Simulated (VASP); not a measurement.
# CsLiMoO4 (F-43m) in VASP: notebook

The runs below take CsLiMoO4 through relaxation of cell and atoms, with LDA.

Program: VASP 6.6.1. These are calculated values, not measurements. Logs are shortened: lines on timing, memory, paths and dates and some standing lists are left out, and cuts for length are marked.

## 1. The cell of the first run

The structure is cubic, space group F-43m (No. 216). Conventional cell: a = 8.392 Å, b = 8.392 Å, c = 8.392 Å, α = 90.00°, β = 90.00°, γ = 90.00°. Within 4.6 Å of Cs (site symmetry -43m) lie 12 O at 3.49 Å and 4 Li at 3.63 Å and 6 Mo at 4.20 Å. Li (site symmetry -43m) has 4 O at 1.87 Å within 2.5 Å. Mo (site symmetry -43m) has 4 O at 1.76 Å within 2.3 Å. Within 2.3 Å of O (site symmetry 3m) lie 1 Mo at 1.76 Å and 1 Li at 1.87 Å.

## 2. Relaxation of cell and atoms, LDA

INCAR

```
PREC     = Accurate       # precision mode
ENCUT    = 600            # plane-wave cutoff, eV
EDIFF    = 1E-6           # SCF threshold, eV
ISMEAR   = 0              # smearing method
SIGMA    = 0.03           # smearing width, eV
LREAL    = F              # projectors in reciprocal space
LASPH    = T              # aspherical terms in the spheres
NELM     = 80             # most SCF steps
ALGO     = Normal         # electronic algorithm
ISIF     = 3              # what is computed and relaxed
LWAVE    = F              # write WAVECAR
LCHARG   = F              # write CHGCAR
IBRION   = 2              # ionic algorithm
NSW      = 90             # ionic steps
EDIFFG   = -0.01          # ionic threshold
KPAR     = 2
```

KPOINTS

```
regular mesh
0
Gamma
  6 6 6
```

POSCAR

```
CsLiMoO4
1.0
    0.0000000000      4.1960309700      4.1960309700
    4.1960309700      0.0000000000      4.1960309700
    4.1960309700      4.1960309700      0.0000000000
Cs Li Mo O
1 1 1 4
Direct
    0.7500000000      0.7500000000      0.7500000000
    0.5000000000      0.5000000000      0.5000000000
    0.2500000000      0.2500000000      0.2500000000
    0.8863674800      0.3712108400      0.3712108400
    0.3712108400      0.3712108400      0.8863674800
    0.3712108400      0.8863674800      0.3712108400
    0.3712108400      0.3712108400      0.3712108400
```

Potentials or basis: VASP PAW LDA potentials, release 64 (Cs_sv, Li_sv, Mo_sv, O).

Started as:

```bash
cat potpaw_LDA.64/Cs_sv/POTCAR potpaw_LDA.64/Li_sv/POTCAR potpaw_LDA.64/Mo_sv/POTCAR potpaw_LDA.64/O/POTCAR > POTCAR
mpirun -np 2 vasp_std > vasp.out
```

OUTCAR:

```text
PREC = Accurate
   ENCUT = 600
   EDIFF = 1E-6
   ISMEAR = 0
   LREAL = F
   LASPH = T
   NELM = 80
   ISIF = 3
   IBRION = 2
   NSW = 90
   EDIFFG = -0.01

 ion  position               nearest neighbor table
   1  0.750  0.750  0.750-
   2  0.500  0.500  0.500-   7 1.87   5 1.87   6 1.87   4 1.87
   3  0.250  0.250  0.250-   4 1.76   5 1.76   6 1.76   7 1.76
   4  0.886  0.371  0.371-   3 1.76   2 1.87
   5  0.371  0.371  0.886-   3 1.76   2 1.87
   6  0.371  0.886  0.371-   3 1.76   2 1.87
   7  0.371  0.371  0.371-   3 1.76   2 1.87

  LATTYP: Found a face centered cubic cell.
 ALAT       =     8.3920619400

  Lattice vectors:

 A1 = (   0.0000000000,   4.1960309700,   4.1960309700)
 A2 = (   4.1960309700,   0.0000000000,   4.1960309700)
 A3 = (   4.1960309700,   4.1960309700,   0.0000000000)

Analysis of symmetry for initial positions (statically):
=====================================================================
 Subroutine PRICEL returns:
 Original cell was already a primitive cell.

 Routine SETGRP: Setting up the symmetry group for a
 face centered cubic supercell.

 Subroutine GETGRP returns: Found 24 space group operations
 (whereof 24 operations were pure point group operations)
 out of a pool of 48 trial point group operations.

The static configuration has the point symmetry T_d .

Analysis of symmetry for dynamics (positions and initial velocities):
=====================================================================
 Subroutine PRICEL returns:
 Original cell was already a primitive cell.

 Routine SETGRP: Setting up the symmetry group for a
 face centered cubic supercell.

 Subroutine GETGRP returns: Found 24 space group operations
 (whereof 24 operations were pure point group operations)
 out of a pool of 48 trial point group operations.

The dynamic configuration has the point symmetry T_d .

 Subroutine INISYM returns: Found 24 space group operations
 (whereof 24 operations are pure point group operations),
 and found     1 'primitive' translations

----------------------------------------------------------------------------------------

                                     Primitive cell

  volume of cell :     147.7563

  direct lattice vectors                    reciprocal lattice vectors
     0.000000000  4.196030970  4.196030970    -0.119160226  0.119160226  0.119160226
[... 76 lines left out ...]
   NGXF,Y,Z  is equivalent  to a cutoff of  26.89, 26.89, 26.89 a.u.
 SYSTEM =  unknown system
   PREC   = accura    normal or accurate (medium, high low for compatibility)
   ISTART =      0    job   : 0-new  1-cont  2-samecut
   ICHARG =      2    charge: 1-file 2-atom 10-const
   ISPIN  =      1    spin polarized calculation?
   LNONCOLLINEAR =      F non collinear calculations
   LSORBIT =      F    spin-orbit coupling
   LASPH  =      T    aspherical Exc in radial PAW
   ENCUT  =  600.0 eV  44.10 Ry    6.64 a.u.  11.85 11.85 11.85*2*pi/ulx,y,z
   NELM   =     80;   NELMIN=  2; NELMDL= -5     # of ELM steps
   EDIFF  = 0.1E-05   stopping-criterion for ELM
   LREAL  =      F    real-space projection
   EDIFFG = -.1E-01   stopping-criterion for IOM
   NSW    =     90    number of steps for IOM
   IBRION =      2    ionic relax: 0-MD 1-quasi-New 2-CG
   NFREE  =      1    steps in history (QN), initial steepest desc. (CG)
   ISIF   =      3    stress and relaxation
   ISYM   =      2    0-nonsym 1-usesym 2-fastsym
   POTIM  = 0.5000    time-step for ionic-motion
   TEBEG  =    0.0;   TEEND  =   0.0 temperature during run
   PSTRESS=    0.0 pullay stress
   NELECT =      50.0000    total number of electrons
   NUPDOWN=      -1.0000    fix difference up-down
   EMIN   =  10.00;   EMAX   =-10.00  energy-range for DOS
   EFERMI =   0.00;   METHOD = LEGACY
   ISMEAR =     0;   SIGMA  =   0.03  broadening in eV -4-tet -1-fermi 0-gaus
   EFERMI_NEDOS =   21; number of points for ismear=-14 and -15
   IALGO  =     38    algorithm
   IMIX   =      4    mixing-type and parameters
     AMIX     =   0.40;   BMIX     =  1.00
     AMIX_MAG =   1.60;   BMIX_MAG =  1.00
  volume/ion in A,a.u.               =      21.11       142.44
  Fermi-wavevector in a.u.,A,eV,Ry     =   1.140817  2.155832 17.707498  1.301464
  Thomas-Fermi vector in A             =   2.277519
   LORBIT       =      0    0 simple, 1 ext, 2 COOP (PROOUT), +10 PAW based schemes
   GGA     = CA    functional components
   LHFCALC =     F    Hartree Fock is set to
   AEXX    =    0.0000 exact exchange contribution
   IVDW    =     0    specifies the selected vdW correction
   LEPSILON=     F    determine dielectric tensor
   LRPA    =     F    only Hartree local field effects (RPA)
 conjugate gradient relaxation of ions
 non-spin polarized calculation
 Gauss-broadening in eV      SIGMA  =   0.03
  energy-cutoff  :      600.00
  volume of cell :      147.76
 maximum number of plane-waves:      4957
   NGX = 23   NGY = 23   NGZ = 23

--------------------------------------- Ionic step        1  -------------------------------------------

 number of electron      49.9999999 magnetization

 Free energy of the ion-electron system (eV)
  ---------------------------------------------------
  ext. energy  EPLUGINS =         0.00000000
  ---------------------------------------------------
  free energy    TOTEN  =       -53.06327972 eV

  energy without entropy =      -53.06327972  energy(sigma->0) =      -53.06327972

------------------------ aborting loop because EDIFF is reached ----------------------------------------

  FORCE on cell =-STRESS in cart. coord.  units (eV):
  Direction    XX          YY          ZZ          XY          YZ          ZX
  --------------------------------------------------------------------------------------
  -------------------------------------------------------------------------------------
  Total       -1.5318676     -1.5318676     -1.5318676      0.0000000      0.0000000     -0.0000000
  in kB      -16.6106171    -16.6106171    -16.6106171      0.0000000      0.0000000     -0.0000000
  external PRESSURE =     -16.6106171 kB  Pullay stress =       0.0000000 kB
[... 274 lines left out ...]
--------------------------------------- Ionic step        8  -------------------------------------------

 number of electron      50.0000007 magnetization

 Free energy of the ion-electron system (eV)
  ---------------------------------------------------
  ext. energy  EPLUGINS =         0.00000000
  ---------------------------------------------------
  free energy    TOTEN  =       -53.11033309 eV

  energy without entropy =      -53.11033309  energy(sigma->0) =      -53.11033309

 E-fermi :  -0.7331     XC(G=0):  -8.5559

 val. band max:       -0.8983848300   @ k =   0.5000   0.0000   0.0000
 cond. band min:       3.5527044344   @ k =   0.5000   0.5000   0.0000
 fundamental gap:      4.4510892644
 Fermi energy:        -0.7331145100

 k-point     1 :       0.0000    0.0000    0.0000
  band No.  band energies     occupation
      1     -60.7501      2.00000
      2     -40.9391      2.00000
      3     -35.3387      2.00000
      4     -35.3387      2.00000
      5     -35.3387      2.00000
      6     -19.7970      2.00000
[... 551 lines left out ...]
  FREE ENERGIE OF THE ION-ELECTRON SYSTEM (eV)
  ---------------------------------------------------
  free  energy   TOTEN  =       -53.1103330886 eV

  energy  without entropy=      -53.1103330886  energy(sigma->0) =      -53.11033309

 reached required accuracy - stopping structural energy minimisation
```

OSZICAR:

```text
N       E                     dE             d eps       ncg     rms          rms(c)
DAV:   1     0.487380546288E+03    0.48738E+03   -0.28114E+04  1008   0.173E+03
DAV:   2    -0.285958165205E+02   -0.51598E+03   -0.50501E+03  1314   0.407E+02
DAV:   3    -0.649981114600E+02   -0.36402E+02   -0.36288E+02  1334   0.111E+02
[... 69 lines left out ...]
DAV:   2    -0.531103653004E+02    0.32963E-03   -0.93701E-04  1092   0.231E-01    0.427E-02
DAV:   3    -0.531103381415E+02    0.27159E-04   -0.19264E-04  1202   0.704E-02    0.162E-02
DAV:   4    -0.531103340481E+02    0.40934E-05   -0.20282E-05  1218   0.369E-02    0.282E-02
DAV:   5    -0.531103335972E+02    0.45100E-06   -0.10832E-05  1122   0.193E-02    0.561E-03
DAV:   6    -0.531103330886E+02    0.50852E-06   -0.38513E-06   982   0.115E-02
   8 F= -.53110333E+02 E0= -.53110333E+02  d E =-.633633E-04
```

Run time: 2.3 min. Hardware: 2 MPI ranks of Intel Xeon Platinum 8488C (Sapphire Rapids), shared host; peak memory 0.31 GiB.

What came out:

```
Free energy                           : -53.1103 eV
Relaxed volume                        : 20.03 Å³/atom
Relaxed cell                          : a = 5.831 Å, b = 5.831 Å, c = 5.831 Å, α = 60.00°, β = 60.00°, γ = 60.00°
Space group after relaxing (to 0.1 Å) : F-43m (No. 216)
Energy gained by relaxing             : 6.7 meV/atom
Ionic steps                           : 8
Pressure after relaxing               : 0.0 GPa
Largest force after relaxing          : 0.005 eV/Å
Band gap on the k mesh                : 4.45 eV (least direct gap 4.52 eV)
```

Forces on the atoms (eV/Å):
```
Cs   0.000  0.000  0.000
Li   0.000  0.000  0.000
Mo   0.000  0.000  0.000
O    0.003 -0.003 -0.003
O   -0.003 -0.003  0.003
O   -0.003  0.003 -0.003
O    0.003  0.003  0.003
```

Step by step:
```
step  energy change (eV)  largest force (eV/Å)  pressure (GPa)  volume (Å³)
   1              0.0000                0.1147           -1.66       147.76
   2             -0.0263                0.6168            0.45       143.13
   3             -0.0263                0.6261            0.47       143.05
   4             -0.0416                0.3323            0.30       141.60
   5             -0.0469                0.0061            0.12       139.95
   6             -0.0470                0.0317            0.13       140.13
   7             -0.0470                0.0188            0.09       140.07
   8             -0.0471                0.0047            0.04       140.21
```

Final structure:
```
CELL_PARAMETERS angstrom
0.00000 4.12330 4.12330
4.12330 0.00000 4.12330
4.12330 4.12330 0.00000
ATOMIC_POSITIONS crystal
Cs 0.75000 0.75000 0.75000
Li 0.50000 0.50000 0.50000
Mo 0.25000 0.25000 0.25000
O 0.88101 0.37300 0.37300
O 0.37300 0.37300 0.88101
O 0.37300 0.88101 0.37300
O 0.37300 0.37300 0.37300
```

Caveat: the cutoff is under 1.25 times the usual one of these potentials, so pressure, stress and relaxed cells hold a basis-set (Pulay) error; spin-orbit coupling is left out, which moves the levels of the heavy elements.

## 3. Relaxation of cell and atoms, LDA

This run uses another cell than the first one, of 20.03 Å³/atom.

Changes to INCAR since step 2:

```diff
@@ -2,3 +2,3 @@
 ENCUT    = 600            # plane-wave cutoff, eV
-EDIFF    = 1E-6           # SCF threshold, eV
+EDIFF    = 1E-7           # SCF threshold, eV
 ISMEAR   = 0              # smearing method
@@ -14,3 +14,3 @@
 NSW      = 90             # ionic steps
-EDIFFG   = -0.01          # ionic threshold
+EDIFFG   = -0.005         # ionic threshold
 KPAR     = 2
```

KPOINTS is that of step 2.

POSCAR

```
CsLiMoO4                                
1.0
   -0.0000000000      4.1232993623      4.1232993623
    4.1232993623      0.0000000000      4.1232993623
    4.1232993623      4.1232993623     -0.0000000000
  Cs              Li              Mo              O             
     1     1     1     4
Direct
     0.7500000000000000    0.7500000000000000    0.7500000000000000
     0.5000000000000000    0.5000000000000000    0.5000000000000000
     0.2500000000000000    0.2500000000000000    0.2500000000000000
     0.8810066730502116    0.3729977756499318    0.3729977756499318
     0.3729977756499318    0.3729977756499318    0.8810066730502116
     0.3729977756499318    0.8810066730502116    0.3729977756499318
     0.3729977756499318    0.3729977756499318    0.3729977756499318
```

Potentials or basis: VASP PAW LDA potentials, release 64 (Cs_sv, Li_sv, Mo_sv, O).

Started as:

```bash
cat potpaw_LDA.64/Cs_sv/POTCAR potpaw_LDA.64/Li_sv/POTCAR potpaw_LDA.64/Mo_sv/POTCAR potpaw_LDA.64/O/POTCAR > POTCAR
mpirun -np 2 vasp_std > vasp.out
```

Run time: 85 s. Hardware: 2 MPI ranks of Intel Xeon Platinum 8488C (Sapphire Rapids), shared host; peak memory 0.3 GiB.

The run converged. Its results:

```
Free energy                           : -53.0987 eV
Relaxed volume                        : 20.06 Å³/atom
Relaxed cell                          : a = 5.834 Å, b = 5.834 Å, c = 5.834 Å, α = 60.00°, β = 60.00°, γ = 60.00°
Space group after relaxing (to 0.1 Å) : F-43m (No. 216)
Energy gained by relaxing             : 0.0 meV/atom
Ionic steps                           : 4
Pressure after relaxing               : 0.0 GPa
Largest force after relaxing          : 0.004 eV/Å
Band gap on the k mesh                : 4.45 eV (least direct gap 4.52 eV)
```

Forces on the atoms (eV/Å):
```
Cs   0.000  0.000  0.000
Li   0.000  0.000  0.000
Mo   0.000  0.000  0.000
O   -0.003  0.003  0.003
O    0.003  0.003 -0.003
O    0.003 -0.003  0.003
O   -0.003 -0.003 -0.003
```

Final structure:
```yaml
crystal:
  lattice:
    - [0.00000, 4.12521, 4.12521]
    - [4.12521, 0.00000, 4.12521]
    - [4.12521, 4.12521, 0.00000]
  atoms:
    - { symbol: Cs, position: [0.75000, 0.75000, 0.75000] }
    - { symbol: Li, position: [0.50000, 0.50000, 0.50000] }
    - { symbol: Mo, position: [0.25000, 0.25000, 0.25000] }
    - { symbol: O, position: [0.88110, 0.37297, 0.37297] }
    - { symbol: O, position: [0.37297, 0.37297, 0.88110] }
    - { symbol: O, position: [0.37297, 0.88110, 0.37297] }
    - { symbol: O, position: [0.37297, 0.37297, 0.37297] }
```

Levels at points of the mesh, in eV from the valence-band top:
```
           k point  band 23  band 24  band 25  band 26  band 27  band 28
(0.00, 0.00, 0.00)    -0.01    -0.01    -0.01     4.52     4.64     4.64
(0.50, 0.00, 0.00)    -0.55    -0.55     0.00     4.84     4.84     5.71
(0.50, 0.50, 0.00)    -0.49    -0.39    -0.39     4.45     5.13     5.95
```

Caveat: the cutoff is under 1.25 times the usual one of these potentials, so pressure, stress and relaxed cells hold a basis-set (Pulay) error; spin-orbit coupling is left out, which moves the levels of the heavy elements. A k mesh can miss the band edges.
